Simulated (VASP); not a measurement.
Crystal: Ti3GaF6.

```
CELL_PARAMETERS angstrom
0.00000 3.84857 3.84857
3.84857 0.00000 3.84857
3.84857 3.84857 0.00000
ATOMIC_POSITIONS crystal
Ti 0.75000 0.75000 0.75000
Ti 0.25000 0.25000 0.25000
Ti 0.00000 0.00000 0.00000
Ga 0.50000 0.50000 0.50000
F 0.29650 0.70350 0.70350
F 0.70350 0.29650 0.70350
F 0.70350 0.29650 0.29650
F 0.29650 0.70350 0.29650
F 0.70350 0.70350 0.29650
F 0.29650 0.29650 0.70350
```

Base run:

| Property | Result |
| --- | --- |
| Program | VASP 6.6.1 |
| Functional | PBE |
| Potentials or basis | VASP PAW PBE potentials, release 64 (Ti_sv, Ga_d, F) |
| Cutoff | 520 eV |
| k mesh | 4 × 4 × 4 |
| Occupations | fermi-dirac, width 0.1 eV |
| Spin | no spin polarisation |

Its results: pressure 67.4 GPa; largest force 14.495 eV/Å.

Problem. The run is repeated on the same cell with these changes: functional from PBE to LDA; potentials or basis from VASP PAW PBE potentials, release 64 (Ti_sv, Ga_d, F) to VASP PAW LDA potentials, release 64 (Ti_sv, Ga_d, F). What comes out?

Solution. Pressure 56.4 GPa; largest force 14.011 eV/Å.

Caveats: an odd number of electrons without spin polarisation forces a metal; a magnetic or distorted state may lie lower.
